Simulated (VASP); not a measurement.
A run of VASP 6.6.1 is set up as follows.

File POSCAR:

```
KCl
1.0
    0.0000000000      3.0806485578      3.0806485578
    3.0806485578      0.0000000000      3.0806485578
    3.0806485578      3.0806485578      0.0000000000
K Cl
1 1
Direct
    0.0000000000      0.0000000000      0.0000000000
    0.5000000000      0.5000000000      0.5000000000
```

File INCAR.step1:

```
PREC     = Accurate       # precision mode
ENCUT    = 520            # plane-wave cutoff, eV
ISMEAR   = 0              # smearing method
SIGMA    = 0.01           # smearing width, eV
LREAL    = False          # projectors in reciprocal space
LASPH    = True           # aspherical terms in the spheres
NELM     = 100            # most SCF steps
NBANDS   = 15             # bands
GGA      = PE             # functional
ALGO     = Normal         # electronic algorithm
EDIFF    = 1E-4           # SCF threshold, eV
LWAVE    = True           # write WAVECAR
LCHARG   = False          # write CHGCAR
```

INCAR.step2

```
PREC     = Accurate       # precision mode
ENCUT    = 520            # plane-wave cutoff, eV
EDIFF    = 1E-6           # SCF threshold, eV
ISMEAR   = 0              # smearing method
SIGMA    = 0.01           # smearing width, eV
LREAL    = False          # projectors in reciprocal space
LASPH    = True           # aspherical terms in the spheres
NELM     = 100            # most SCF steps
ALGO     = Normal         # electronic algorithm
ISIF     = 2              # what is computed and relaxed
LWAVE    = False          # write WAVECAR
LCHARG   = False          # write CHGCAR
METAGGA  = R2SCAN         # meta-GGA
LMIXTAU  = True         
NBANDS   = 15             # bands
ISTART   = 1
```

KPOINTS

```
regular mesh
0
Gamma
  6 6 6
```

Potentials or basis: VASP PAW PBE potentials, release 64 (K_sv, Cl).

Command:

```console
$ cat potpaw_PBE.64/K_sv/POTCAR potpaw_PBE.64/Cl/POTCAR > POTCAR
$ cp INCAR.step1 INCAR
$ mpirun -np 1 vasp_std > vasp.out
$ cp INCAR.step2 INCAR
$ mpirun -np 1 vasp_std > vasp.out
```

**Question.** Predict the band gap on the k mesh.

**Answer.** 6.06 eV, direct.

**Question.** Predict the pressure.

**Answer.** 1.4 GPa.

Caveat: the PAW data sets were made with another functional, which shifts forces and pressure a little.
